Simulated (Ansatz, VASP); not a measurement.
# MgO: VASP beside Ansatz

Contents of INCAR:

```
SYSTEM = MgO
ALGO = Normal
EDIFF = 1E-6
ENCUT = 520
GGA = PE
ISIF = 2
ISMEAR = 0
LASPH = .TRUE.
LCHARG = .TRUE.
LELF = .TRUE.
LREAL = .FALSE.
LVHAR = .TRUE.
LWAVE = .FALSE.
NBANDS = 26
NELM = 80
PREC = Accurate
SIGMA = 0.05
```

Contents of KPOINTS:

```
k-points
0
G
  6 6 6
  0 0 0
```

File POSCAR:

```
MgO
1.0
    4.2538458108      0.0000000000      0.0000000000
    0.0000000000     -4.2538458108      0.0000000000
    0.0000000000      0.0000000000     -4.2538458108
Mg O
4 4
Direct
   -0.0124670735     -0.0124670735      0.0000000000
    0.5000000000      0.5000000000      0.0000000000
    0.5000000000      0.0000000000      0.5000000000
    0.0000000000      0.5000000000      0.5000000000
    0.5000000000      0.0000000000      0.0000000000
    0.0000000000      0.5000000000      0.0000000000
    0.0000000000      0.0000000000      0.5000000000
    0.5000000000      0.5000000000      0.5000000000
```

Input for Ansatz:

```yaml
crystal:
  lattice:
    - [4.2538458108, 0.0, 0.0]
    - [0.0, -4.2538458108, 0.0]
    - [0.0, 0.0, -4.2538458108]
  atoms:
    - { symbol: Mg, position: [-0.0124670735, -0.0124670735, 0.0] }
    - { symbol: Mg, position: [0.5, 0.5, 0.0] }
    - { symbol: Mg, position: [0.5, 0.0, 0.5] }
    - { symbol: Mg, position: [0.0, 0.5, 0.5] }
    - { symbol: O, position: [0.5, 0.0, 0.0] }
    - { symbol: O, position: [0.0, 0.5, 0.0] }
    - { symbol: O, position: [0.0, 0.0, 0.5] }
    - { symbol: O, position: [0.5, 0.5, 0.5] }
basis:
  ecutwfc: 420
kpoints:
  mp_grid: { grid: [6, 6, 6] }
hamiltonian:
  xc: pbe
scf:
  occupations: { method: gaussian, width: 0.05 }
output:
  forces: true
  stress: true
  eigenvalues: true
```

Alike in both runs: task single point; functional PBE; k mesh 6 × 6 × 6; occupations gaussian, width 0.05 eV; no spin polarisation.

|  | VASP | Ansatz |
| --- | --- | --- |
| version | VASP 6.6.1 | Ansatz 0.2.0 |
| potentials or method | VASP PAW PBE potentials, release 64 (Mg, O), cutoff 520 eV | scalar-relativistic, plane waves, PAW |
| valence electrons in the cell | 32 | 64 |

VASP gave:

```
gap on the k mesh at the Fermi level (eV)                     : 4.44
least direct gap on the mesh (eV)                             : 4.44
pressure (GPa)                                                : -0.6
traceless stress, the component that is largest in VASP (GPa) : -0.14
rms of the force components (eV/Å)                            : 0.155
```

Q: What did Ansatz give for the same quantities?

A: gap on the k mesh at the Fermi level (eV): 4.46; least direct gap on the mesh (eV): 4.46; pressure (GPa): 0.1; traceless stress, the component that is largest in VASP (GPa): -0.14; rms of the force components (eV/Å): 0.154.

Atom by atom the forces differ by 0.002 eV/Å (rms over components). VASP's potentials hold 32 valence electrons a cell and Ansatz's 64, so a difference there can come from the potentials and not from the codes.
